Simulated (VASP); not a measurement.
Input of a VASP 6.6.1 run:

INCAR

```
PREC = Accurate
ENCUT = 1000
EDIFF = 1E-6
ISMEAR = -1
SIGMA = 0.1034
LREAL = Auto
LASPH = True
NELM = 120
ALGO = Normal
ISIF = 2
LWAVE = False
LCHARG = True
GGA = PS
LELF = True
LVHAR = True
NBANDS = 77
GGA_COMPAT = False
```

Contents of KPOINTS:

```
Automatic mesh
0
Gamma
  4 2 1
  0.5 0.5 0
```

POSCAR

```
C3S7O
1.0
    4.4178404238     -0.1350795842     -0.0026181248
   -0.0477902253      9.2213028322     -0.0638776320
    1.6211623374      2.5545626392     11.7148116748
C S O
6 14 2
Direct
    0.8301345417      0.3589251151      0.2185106132
    0.5885102349      0.6965918711      0.7987164192
    0.6747975070      0.2569885362      0.3169416314
    0.4548161994      0.7857795307      0.7039993241
    0.5287872217      0.5344488635      0.3159380502
    0.9416729155      0.4572074557      0.5736713430
    0.7690974045      0.0878998251      0.3834274549
    0.1348375474      0.8520172828      0.7691588323
    0.9804442298      0.8891924569      0.2680506116
    0.7557815553      0.0912762651      0.5900413454
    1.2949742488      1.0193376673      0.1792804988
    0.4330719473      0.1559896499      0.6863372036
    1.1473876417      0.1103557909      0.0382826701
    0.4593638720      0.9465187010      0.9822249273
    1.1351361990      0.3337608093      0.1263716242
    0.4212067681      0.7333958674      0.9275325686
    0.7949543916      0.5335152245      0.1994347877
    0.8482621250      0.5750345406      0.8012413653
    0.3866454546      0.3580283793      0.3885615422
    0.6235515943      0.8423420312      0.5736176165
    0.4232181467      0.6452054428      0.3448317690
    0.8553365527      0.5694690749      0.5446238395
```

Potentials or basis: VASP PAW PBE potentials, release 64 (C_h, S, O_h).

The run is started by

```bash
$ cat potpaw_PBE.64/C_h/POTCAR potpaw_PBE.64/S/POTCAR potpaw_PBE.64/O_h/POTCAR > POTCAR
$ mpirun -np 1 vasp_std > vasp.out
```

(1) Predict the band gap on the k mesh.

(2) What does it give for the pressure?

## Answers

(1) 0.09 eV (least direct gap 0.21 eV).

(2) 3.0 GPa.

Caveat: the k points lie up to 0.54 Å⁻¹ apart; the atoms stand as in a frame of molecular dynamics; the PAW data sets were made with another functional, which shifts forces and pressure a little; a shifted mesh leaves out Γ, where band edges can lie.
